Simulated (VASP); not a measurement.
**FeO: single point with PBE**

Crystal: FeO.

```
Fe O
1.0
     2.62977    0.00000    0.00000
     0.00000    2.62977    0.00000
     0.00000    0.00000    2.62977
Fe O
1 1
Direct
  0.00000 0.00000 0.00000
  0.50000 0.50000 0.50000
```

```
Program             : VASP 6.6.1
Task                : single point
Functional          : PBE
Potentials or basis : VASP PAW PBE potentials, release 64 (Fe_sv, O)
Cutoff              : 600 eV
k mesh              : 10 × 10 × 10
Occupations         : fermi-dirac, width 0.05 eV
Spin                : collinear spin, ferromagnetic start
Starting moments    : [3.0, 0.0] μB
```

* Pressure: 2.1 GPa
* Band gap on the k mesh: zero (filled and empty bands overlap)
* Net moment: 4.00 μB per cell
* Site moments: Fe +3.41; O +0.36 μB
* Valence electrons inside the program's atomic spheres: Fe 13.63; O 4.97

Levels at points of the mesh, in eV from the Fermi level:
Spin up:
| k point | band 9 | band 10 | band 11 | band 12 | band 13 | band 14 | band 15 | band 16 | band 17 | band 18 |
| --- | --- | --- | --- | --- | --- | --- | --- | --- | --- | --- |
| (0.00, 0.00, 0.00) | -2.89 | -2.89 | -2.55 | -2.55 | -2.55 | 0.54 | 15.15 | 15.15 | 19.69 | 19.69 |
| (0.50, 0.00, 0.00) | -4.19 | -2.47 | -1.57 | -0.29 | -0.29 | 5.85 | 8.04 | 15.65 | 17.31 | 17.31 |
| (0.50, 0.50, 0.00) | -3.28 | -3.19 | -3.19 | -1.98 | -1.53 | 5.82 | 10.89 | 10.89 | 16.31 | 23.91 |
| (0.50, 0.50, 0.50) | -1.49 | -1.49 | -0.24 | -0.24 | -0.24 | 6.51 | 6.51 | 6.51 | 15.05 | 21.20 |
Spin down:
```tsv
k point	band 7	band 8	band 9	band 10	band 11	band 12
(0.00, 0.00, 0.00)	-2.21	-2.21	-2.07	-2.07	1.56	1.61
(0.50, 0.00, 0.00)	-2.89	-2.89	-1.55	1.33	1.73	2.57
(0.50, 0.50, 0.00)	-5.78	-1.64	-1.29	0.39	0.74	0.74
(0.50, 0.50, 0.50)	-6.20	-6.20	1.76	1.76	2.96	2.96
```

It took 25 s on 1 thread of Intel(R) Xeon(R) Platinum 8488C (Sapphire Rapids), on a shared host, peak memory 0.17 GiB.

Caveat: a cell with one magnetic atom can't hold antiferromagnetic order, which such compounds often take; semilocal functionals often make such compounds metallic where correlation or magnetic order opens a gap, which also shifts bond lengths. With open d or f shells a metallic result of PBE can be an artefact of self-interaction; +U or a hybrid may open a gap.
